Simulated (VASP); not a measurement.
# W (P6_3/mmc) in VASP: single point with PBE

Aim: the single point of W with PBE.

All numbers are computed with VASP 6.6.1; they aren't measurements. Logs are shortened: lines on timing, memory, paths and dates and some standing lists are left out, and cuts for length are marked.

## 1. The cell of the first run

Symmetry: P6_3/mmc, No. 194, hexagonal system. Conventional cell: a = 2.777 Å, b = 2.777 Å, c = 4.948 Å, α = 90.00°, β = 90.00°, γ = 120.00°. Within 3.7 Å of W (site symmetry -6m2) lie 12 W at 2.78 to 2.95 Å.

This isn't the form of W at room conditions, which is bcc.

## 2. Single point, PBE, non-collinear spin, zero start, spin-orbit coupling

The input, INCAR:

```
  ALGO = Normal
  EDIFF = 1E-6
  ENCUT = 520
  GGA = PE
  GGA_COMPAT = F
  ISIF = 2
  ISMEAR = -1
  LASPH = T
  LCHARG = F
  LMAXMIX = 4
  LNONCOLLINEAR = T
  LORBIT = 11
  LORBMOM = T
  LREAL = F
  LSORBIT = T
  LWAVE = F
  MAGMOM = 0 0 0 0 0 0
  NBANDS = 40
  NELM = 150
  PREC = Accurate
  SIGMA = 0.1
```

The input, KPOINTS:

```
k-points
0
Gamma
  13 13 7
```

The input, POSCAR:

```
W
1.0
    2.7774629407      0.0000000000      0.0000000000
   -1.3887314704      2.4053534647      0.0000000000
    0.0000000000      0.0000000000      4.9482337544
W
2
Direct
    0.3333333333      0.6666666667      0.2500000000
    0.6666666667      0.3333333333      0.7500000000
```

Potentials or basis: VASP PAW PBE potentials, release 64 (W_sv).

Started as:

```sh
cat potpaw_PBE.64/W_sv/POTCAR > POTCAR
mpirun -np 1 vasp_ncl > vasp.out
```

OUTCAR:

```text
EDIFF = 1E-6
   ENCUT = 520
   GGA = PE
   ISIF = 2
   ISMEAR = -1
   LASPH = T
   LNONCOLLINEAR = T
   LORBIT = 11
   LREAL = F
   LSORBIT = T
   NELM = 150
   PREC = Accurate

 ion  position               nearest neighbor table
   1  0.333  0.667  0.250-   2 2.95   2 2.95   2 2.95   2 2.95   2 2.95   2 2.95
   2  0.667  0.333  0.750-   1 2.95   1 2.95   1 2.95   1 2.95   1 2.95   1 2.95

  LATTYP: Found a hexagonal cell.
 ALAT       =     2.7774629407
 C/A-ratio  =     1.7815660767

  Lattice vectors:

 A1 = (   2.7774629407,   0.0000000000,   0.0000000000)
 A2 = (  -1.3887314704,   2.4053534647,   0.0000000000)
 A3 = (   0.0000000000,   0.0000000000,   4.9482337544)

Analysis of symmetry for initial positions (statically):
=====================================================================
 Subroutine PRICEL returns:
 Original cell was already a primitive cell.

 Routine SETGRP: Setting up the symmetry group for a
 hexagonal supercell.

 Subroutine GETGRP returns: Found 24 space group operations
 (whereof 12 operations were pure point group operations)
 out of a pool of 24 trial point group operations.

The static configuration has the point symmetry D_3d.
 The point group associated with its full space group is D_6h.

Analysis of symmetry for dynamics (positions and initial velocities):
=====================================================================
 Subroutine PRICEL returns:
 Original cell was already a primitive cell.

 Routine SETGRP: Setting up the symmetry group for a
 hexagonal supercell.

 Subroutine GETGRP returns: Found 24 space group operations
 (whereof 12 operations were pure point group operations)
 out of a pool of 24 trial point group operations.

The dynamic configuration has the point symmetry D_3d.
 The point group associated with its full space group is D_6h.

Analysis of structural, dynamic, and magnetic symmetry:
=====================================================================
 Subroutine PRICEL returns:
 Original cell was already a primitive cell.

 Routine SETGRP: Setting up the symmetry group for a
 hexagonal supercell.

 Subroutine GETGRP returns: Found 24 space group operations
 (whereof 12 operations were pure point group operations)
 out of a pool of 24 trial point group operations.

The overall configuration has the point symmetry D_3d.
 The point group associated with its full space group is D_6h.

 Subroutine INISYM returns: Found 24 space group operations
 (whereof 12 operations are pure point group operations),
 and found     1 'primitive' translations

[... 1209 lines left out ...]
 -----------------------------------------------------------------------------------
    total drift:                                0.000000      0.000000     -0.000000

  FREE ENERGIE OF THE ION-ELECTRON SYSTEM (eV)
  ---------------------------------------------------
  free  energy   TOTEN  =       -26.6579632076 eV

  energy  without entropy=      -26.5974196576  energy(sigma->0) =      -26.62769143

 orbital moment (x)

 # of ion     p       d       tot
 ----------------------------------------
  1         0.000  -0.000  -0.000
  2         0.000   0.000   0.000
 ----------------------------------------
            0.000  -0.000  -0.000

 orbital moment (y)

 # of ion     p       d       tot
 ----------------------------------------
  1         0.000  -0.000  -0.000
  2        -0.000  -0.000  -0.000
 ----------------------------------------
           -0.000  -0.000  -0.000

 orbital moment (z)

 # of ion     p       d       tot
 ----------------------------------------
  1        -0.000   0.000  -0.000
  2        -0.000   0.000   0.000
 ----------------------------------------
           -0.000   0.000   0.000

 Spin-Orbit-Coupling matrix elements

 Ion:    1  E_soc:     -1.7001405
 l=   1
     0.0000000    -0.2313990    -0.2319870
    -0.2313990     0.0000000    -0.2313990
    -0.2319870    -0.2313990     0.0000000
 l=   2
     0.0000000    -0.0093784     0.0000000    -0.0093784    -0.0456539
    -0.0093784     0.0000000    -0.0317065    -0.0087049    -0.0093784
     0.0000000    -0.0317065     0.0000000    -0.0317065     0.0000000
    -0.0093784    -0.0087049    -0.0317065     0.0000000    -0.0093784
    -0.0456539    -0.0093784     0.0000000    -0.0093784     0.0000000
 l=   3
     0.0000000     0.0000000     0.0000000     0.0000000     0.0000000     0.0000000     0.0000000
     0.0000000     0.0000000     0.0000000     0.0000000     0.0000000     0.0000000     0.0000000
     0.0000000     0.0000000     0.0000000     0.0000000     0.0000000     0.0000000     0.0000000
     0.0000000     0.0000000     0.0000000     0.0000000     0.0000000     0.0000000     0.0000000
     0.0000000     0.0000000     0.0000000     0.0000000     0.0000000     0.0000000     0.0000000
     0.0000000     0.0000000     0.0000000     0.0000000     0.0000000     0.0000000     0.0000000
     0.0000000     0.0000000     0.0000000     0.0000000     0.0000000     0.0000000     0.0000000

 Ion:    2  E_soc:     -1.7001405
 l=   1
     0.0000000    -0.2313990    -0.2319870
    -0.2313990     0.0000000    -0.2313990
    -0.2319870    -0.2313990     0.0000000
 l=   2
     0.0000000    -0.0093784     0.0000000    -0.0093784    -0.0456539
    -0.0093784     0.0000000    -0.0317065    -0.0087049    -0.0093784
     0.0000000    -0.0317065     0.0000000    -0.0317065     0.0000000
    -0.0093784    -0.0087049    -0.0317065     0.0000000    -0.0093784
    -0.0456539    -0.0093784     0.0000000    -0.0093784     0.0000000
 l=   3
     0.0000000     0.0000000     0.0000000     0.0000000     0.0000000     0.0000000     0.0000000
     0.0000000     0.0000000     0.0000000     0.0000000     0.0000000     0.0000000     0.0000000
     0.0000000     0.0000000     0.0000000     0.0000000     0.0000000     0.0000000     0.0000000
     0.0000000     0.0000000     0.0000000     0.0000000     0.0000000     0.0000000     0.0000000
     0.0000000     0.0000000     0.0000000     0.0000000     0.0000000     0.0000000     0.0000000
     0.0000000     0.0000000     0.0000000     0.0000000     0.0000000     0.0000000     0.0000000
     0.0000000     0.0000000     0.0000000     0.0000000     0.0000000     0.0000000     0.0000000

 total charge

# of ion       s       p       d       tot
------------------------------------------
    1        2.406   6.313   3.326  12.045
    2        2.406   6.313   3.326  12.045
--------------------------------------------------
tot          4.812  12.626   6.653  24.091

 magnetization (x)

# of ion       s       p       d       tot
------------------------------------------
    1        0.000   0.000   0.000   0.000
    2       -0.000  -0.000   0.000  -0.000
--------------------------------------------------
tot         -0.000  -0.000   0.000  -0.000

 magnetization (y)

# of ion       s       p       d       tot
------------------------------------------
    1        0.000   0.000   0.000   0.000
    2        0.000   0.000   0.000   0.000
--------------------------------------------------
tot          0.000   0.000   0.000   0.000

 magnetization (z)

# of ion       s       p       d       tot
------------------------------------------
    1        0.000   0.000   0.000   0.000
    2        0.000   0.000   0.000   0.000
--------------------------------------------------
tot          0.000   0.000   0.000   0.000
```

stdout:

```text
POSCAR found type information on POSCAR W
 POSCAR found :  1 types and       2 ions
 scaLAPACK will be used
 LDA part: xc-table for (Slater+PW92), standard interpolation
 POSCAR, INCAR and KPOINTS ok, starting setup
 FFT: planning ... GRIDC
 FFT: planning ... GRID_SOFT
 FFT: planning ... GRID
 WAVECAR not read
 entering main loop
```

It took 6.9 min on 1 thread of AMD EPYC 7R13, shared host; peak memory 0.31 GiB.

What came out:

```
Free energy                                           : -26.6580 eV
Pressure                                              : 1.3 GPa
Net moment                                            : 0.00 μB per cell
Valence electrons inside the program's atomic spheres : W 12.04
```

Moments on the atoms (μB; x, y, z):
```
W   0.00 0.00 0.00
W   0.00 0.00 0.00
```
